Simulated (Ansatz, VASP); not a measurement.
**Two plane-wave programs on RbAgBr2**

INCAR

```
  PREC = Accurate
  ENCUT = 520
  EDIFF = 1E-6
  ISMEAR = 0
  SIGMA = 0.01
  LREAL = F
  LASPH = T
  NELM = 100
  ALGO = Normal
  ISIF = 2
  LWAVE = F
  LCHARG = F
  GGA = PE
  NBANDS = 25
```

KPOINTS

```
regular mesh
0
Gamma
  3 3 3
```

POSCAR

```
RbAgBr2
1.0
    4.5179929797      0.0000000000      0.0000000000
    0.0000000000      4.5179929797      0.0000000000
    0.0000000000      0.0000000000      6.3563246931
Rb Br Ag
1 2 1
Direct
    0.0000000000      0.0000000000      0.0000000000
    0.0000000000      0.0000000000      0.5000000000
    0.5000000000      0.5000000000      0.0000000000
    0.5000000000      0.5000000000      0.5000000000
```

Input for Ansatz:

```yaml
crystal:
  lattice:
    - [4.5179929797, 0.0, 0.0]
    - [0.0, 4.5179929797, 0.0]
    - [0.0, 0.0, 6.3563246931]
  atoms:
    - { symbol: Rb, position: [0.0, 0.0, 0.0] }
    - { symbol: Br, position: [0.0, 0.0, 0.5] }
    - { symbol: Ag, position: [0.5, 0.5, 0.5] }
    - { symbol: Br, position: [0.5, 0.5, 0.0] }
kpoints:
  mp_grid: { grid: [3, 3, 3] }
hamiltonian:
  xc: pbe
scf:
  occupations: { method: fixed }
  n_extra_bands: 5
output:
  forces: true
  stress: true
  eigenvalues: true
```

Alike in both runs: task single point; functional PBE; k mesh 3 × 3 × 3; no spin polarisation.

|  | VASP | Ansatz |
| --- | --- | --- |
| version | VASP 6.6.1 | Ansatz 0.2.0 |
| potentials or method | VASP PAW PBE potentials, release 64 (Rb_sv, Br, Ag) | plane waves |
| plane-wave cutoff (eV) | 520 | 420 |
| occupations | gaussian, width 0.01 eV | fixed |
| valence electrons in the cell | 34 | 42 |

```tsv
	VASP	Ansatz	Ansatz less VASP
gap on the k mesh at the Fermi level (eV)	1.48	1.48	+0.002
pressure (GPa)	0.9	0.9	-0.03
```

VASP's potentials hold 34 valence electrons a cell and Ansatz's 42, so a difference there can come from the potentials and not from the codes.

The k mesh is coarse, so the values compare programs but aren't converged.
